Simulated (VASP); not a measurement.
## AlGa3N4: single point with LDA

The system is AlGa3N4.

```xyz
8
Lattice="4.3680 0.0667 0.0667 0.0667 4.3680 0.0667 0.0667 0.0667 4.3680" Properties=species:S:1:pos:R:3 pbc="T T T"
Al    0.0000    0.0000    0.0000
Ga    2.2173    2.2173    0.0667
Ga    2.2173    0.0667    2.2173
Ga    0.0667    2.2173    2.2173
N     3.3637    3.3637    1.1716
N     3.3637    1.1716    3.3637
N     1.1716    3.3637    3.3637
N     1.1037    1.1037    1.1037
```

| Quantity | Value |
| --- | --- |
| Program | VASP 6.6.1 |
| Task | single point |
| Functional | LDA |
| Potentials or basis | VASP PAW LDA potentials, release 64 (Al, Ga_d, N_h) |
| Cutoff | 1330 eV |
| k mesh | 6 × 6 × 6 |
| Occupations | gaussian, width 0.05 eV |
| Spin | no spin polarisation |

```
Pressure               : 10.9 GPa
Largest force          : 0.634 eV/Å
Band gap on the k mesh : 2.72 eV
```

Forces on the atoms (eV/Å):
```
Al   0.304  0.304  0.304
Ga   0.315  0.315  0.302
Ga   0.315  0.302  0.315
Ga   0.302  0.315  0.315
N   -0.280 -0.280 -0.310
N   -0.280 -0.310 -0.280
N   -0.310 -0.280 -0.280
N   -0.366 -0.366 -0.366
```

Stress tensor (GPa, compression positive):
```
10.91 -7.08 -7.08
-7.08 10.91 -7.08
-7.08 -7.08 10.91
```

Levels at points of the mesh, in eV from the valence-band top:
```
           k point  band 28  band 29  band 30  band 31  band 32  band 33  band 34  band 35
(0.00, 0.00, 0.00)    -2.55    -0.23     0.00     0.00     2.72     3.28     3.28     3.34
(0.50, 0.00, 0.00)    -1.84    -1.53    -1.52    -1.20     5.03     5.11     6.16     6.21
(0.50, 0.50, 0.00)    -1.17    -1.16    -1.00    -0.73     6.97     7.12     7.20     7.33
(0.50, 0.50, 0.50)    -0.97    -0.85    -0.68    -0.68     5.19     5.19     5.56     6.65
```

Run time: 8.4 min on 1 thread of Intel(R) Xeon(R) Platinum 8259CL CPU @ 2.50GHz (Skylake/Cascade Lake), with other jobs on the host, peak memory 0.55 GiB.

Caveat: the cell stands under pressure.
